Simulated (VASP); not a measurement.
Write the native input for VASP 6.6.1 that does the following.

| Quantity | Value |
| --- | --- |
| Task | single point |
| Functional | r2SCAN |
| Potentials or basis | VASP PAW PBE potentials, release 64 (Pb_d, Te) |
| Cutoff | 520 eV |
| k mesh | 8 × 8 × 8 |
| Occupations | gaussian, width 0.01 eV |
| Spin | no spin polarisation |
| Dipole correction | no |
| Further INCAR settings | ALGO = Normal; EDIFF = 1e-07; NBANDS = 17 |

Crystal: TePb.

```xyz
2
Lattice="0.0000 3.2678 3.2678 3.2678 0.0000 3.2678 3.2678 3.2678 0.0000" Properties=species:S:1:pos:R:3 pbc="T T T"
Pb    0.0000    0.0000    0.0000
Te    3.2678    3.2678    3.2678
```

One way to write it, as run:

POSCAR

```
TePb
1.0
    0.0000000000      3.2678368520      3.2678368520
    3.2678368520      0.0000000000      3.2678368520
    3.2678368520      3.2678368520      0.0000000000
Pb Te
1 1
Direct
    0.0000000000      0.0000000000      0.0000000000
    0.5000000000      0.5000000000      0.5000000000
```

INCAR.step1

```
SYSTEM = TePb
ALGO     = Normal         ! electronic algorithm
EDIFF    = 1E-4           ! SCF threshold, eV
ENCUT    = 520            ! plane-wave cutoff, eV
GGA      = PE             ! functional
ISMEAR   = 0              ! smearing method
LASPH    = .True.         ! aspherical terms in the spheres
LCHARG   = .False.        ! write CHGCAR
LREAL    = .False.        ! projectors in reciprocal space
LWAVE    = .True.         ! write WAVECAR
NBANDS   = 17             ! bands
NELM     = 80             ! most SCF steps
PREC     = Accurate       ! precision mode
SIGMA    = 0.01           ! smearing width, eV
```

INCAR.step2

```
SYSTEM = TePb
ALGO     = Normal         ! electronic algorithm
EDIFF    = 1E-7           ! SCF threshold, eV
ENCUT    = 520            ! plane-wave cutoff, eV
ISIF     = 2              ! what is computed and relaxed
ISMEAR   = 0              ! smearing method
ISTART   = 1            
LASPH    = .True.         ! aspherical terms in the spheres
LCHARG   = .False.        ! write CHGCAR
LMIXTAU  = .True.       
LREAL    = .False.        ! projectors in reciprocal space
LWAVE    = .False.        ! write WAVECAR
METAGGA  = R2SCAN         ! meta-GGA
NBANDS   = 17             ! bands
NELM     = 80             ! most SCF steps
PREC     = Accurate       ! precision mode
SIGMA    = 0.01           ! smearing width, eV
```

KPOINTS

```
k-points
0
Gamma
  8 8 8
  0 0 0
```

Potentials or basis: VASP PAW PBE potentials, release 64 (Pb_d, Te).

Command:

```bash
$ cat potpaw_PBE.64/Pb_d/POTCAR potpaw_PBE.64/Te/POTCAR > POTCAR
$ cp INCAR.step1 INCAR
$ mpirun -np 1 vasp_std > vasp.out
$ cp INCAR.step2 INCAR
$ mpirun -np 1 vasp_std > vasp.out
```

It gave:

* Pressure: 0.0 GPa
* Band gap on the k mesh: 1.09 eV, direct

Caveat: the PAW data sets were made with another functional, which shifts forces and pressure a little; spin-orbit coupling is left out, which moves the levels of the heavy elements.

Run time: 2 min on 1 thread of Intel(R) Xeon(R) Platinum 8488C (Sapphire Rapids) (shared host), peak memory 0.23 GiB.
